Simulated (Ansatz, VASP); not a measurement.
BN in VASP and in Ansatz

Contents of INCAR:

```
SYSTEM = BN
PREC = Accurate ; ENCUT = 520
EDIFF = 1E-6 ; ISMEAR = 0
SIGMA = 0.05 ; LREAL = .False.
LASPH = .True. ; NELM = 80
ALGO = Normal ; ISIF = 2
LWAVE = .False. ; LCHARG = .True.
GGA = PE ; LELF = .True.
LVHAR = .True. ; NBANDS = 16
```

Contents of KPOINTS:

```
Automatic mesh
0
Gamma
  12 12 4
  0 0 0
```

Contents of POSCAR:

```
BN
1.0
    2.7856907710      0.0000000000      0.0000000000
   -1.3928453855      2.4124789748      0.0000000000
    0.0000000000      0.0000000000      6.6612000000
B N
2 2
Direct
    0.3333333333      0.6666666667      0.2500000000
    0.6666666667      0.3333333333      0.7500000000
    0.3333333333      0.6666666667      0.7500000000
    0.6666666667      0.3333333333      0.2500000000
```

Input for Ansatz:

```yaml
crystal:
  lattice:
    - [2.785690771, 0.0, 0.0]
    - [-1.3928453855, 2.4124789748, 0.0]
    - [0.0, 0.0, 6.6612]
  atoms:
    - { symbol: B, position: [0.3333333333, 0.6666666667, 0.25] }
    - { symbol: B, position: [0.6666666667, 0.3333333333, 0.75] }
    - { symbol: "N", position: [0.3333333333, 0.6666666667, 0.75] }
    - { symbol: "N", position: [0.6666666667, 0.3333333333, 0.25] }
basis:
  ecutwfc: 420
kpoints:
  mp_grid: { grid: [12, 12, 4] }
hamiltonian:
  xc: pbe
scf:
  occupations: { method: gaussian, width: 0.05 }
output:
  forces: true
  stress: true
  eigenvalues: true
```

Change from the starting cell: strain +0.1125 x Voigt [1, 1, 0, 0, 0, 0], atoms carried along.

Alike in both runs: task single point; functional PBE; k mesh 12 × 12 × 4; occupations gaussian, width 0.05 eV; no spin polarisation.

|  | VASP | Ansatz |
| --- | --- | --- |
| version | VASP 6.6.1 | Ansatz 0.2.0 |
| potentials or method | VASP PAW PBE potentials, release 64 (B, N), cutoff 520 eV | scalar-relativistic, plane waves, PAW |
| valence electrons in the cell | 16 | 16 |

Ansatz gave:

```
gap on the k mesh at the Fermi level (eV)                     : 3.65
least direct gap on the mesh (eV)                             : 3.82
pressure (GPa)                                                : -45.1
traceless stress, the component that is largest in VASP (GPa) : 46.81
```

Q: Which values does VASP return?

A: gap on the k mesh at the Fermi level (eV): 3.64; least direct gap on the mesh (eV): 3.82; pressure (GPa): -45.2; traceless stress, the component that is largest in VASP (GPa): 46.77.

Both programs put the cell under strong tension, so it lies far from rest at this level. The functional is the same, so the differences come from potentials, cutoffs and numerics.

Noted on VASP's run: the cell as given lies far from equilibrium.
